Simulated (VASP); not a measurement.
Set up this calculation in VASP 6.6.1, as the native input.

```
Task                   : relaxation of cell and atoms
Functional             : PBE
Potentials or basis    : VASP PAW PBE potentials, release 64 (Hf_pv, Sc_sv, O)
Cutoff                 : 600 eV
k mesh                 : 6 × 6 × 6
Occupations            : gaussian, width 0.1 eV
Spin                   : no spin polarisation
Dipole correction      : no
Further INCAR settings : ALGO = Normal; EDIFF = 1e-06; IBRION = 2; EDIFFG = -0.04; NSW = 90; ISIF = 3
```

The structure of HfSc2O3 lies in POSCAR:

```
HfSc2O3
1.0
    5.1938064424      0.0000000000      0.0000000000
   -2.5969032212      4.4979683214      0.0000000000
    0.0000000000      0.0000000000      3.1150677763
Hf Sc O
1 2 3
Direct
    0.0000000000      0.0000000000      0.0000000000
    0.3333333333      0.6666666667      0.5000000000
    0.6666666667      0.3333333333      0.5000000000
    0.5000000000      0.0000000000      0.0000000000
    0.0000000000      0.5000000000      0.0000000000
    0.5000000000      0.5000000000      0.0000000000
```

One way to write it, as run:

INCAR

```
SYSTEM = HfSc2O3
ALGO = Normal
EDIFF = 1E-6
EDIFFG = -0.04
ENCUT = 600
GGA = PE
IBRION = 2
ISIF = 3
ISMEAR = 0
LASPH = .TRUE.
LCHARG = .FALSE.
LREAL = .FALSE.
LWAVE = .FALSE.
NELM = 100
NSW = 90
PREC = Accurate
SIGMA = 0.1
```

KPOINTS

```
k-points
0
G
  6 6 6
  0 0 0
```

Potentials or basis: VASP PAW PBE potentials, release 64 (Hf_pv, Sc_sv, O).

Command:

```sh
$ cat potpaw_PBE.64/Hf_pv/POTCAR potpaw_PBE.64/Sc_sv/POTCAR potpaw_PBE.64/O/POTCAR > POTCAR
$ mpirun -np 1 vasp_std > vasp.out
```

It gave:

```json
{
 "Relaxed volume": "12.21 Å³/atom",
 "Relaxed cell": "a = 5.239 Å, b = 5.239 Å, c = 3.083 Å, α = 90.00°, β = 90.00°, γ = 120.00°",
 "Space group after relaxing (to 0.05 Å)": "P6/mmm (No. 191)",
 "Energy gained by relaxing": "2.1 meV/atom",
 "Ionic steps": "3",
 "Pressure after relaxing": "0.2 GPa",
 "Band gap on the k mesh": "zero (band 25 reaches 7.28 eV, above the bottom of band 26 at 6.09 eV)"
}
```

Caveat: spin-orbit coupling is left out, which moves the levels of the heavy elements.

Wall time 77 s on 1 thread of Intel(R) Xeon(R) 6975P-C (Granite Rapids), on a shared host, peak memory 0.27 GiB.
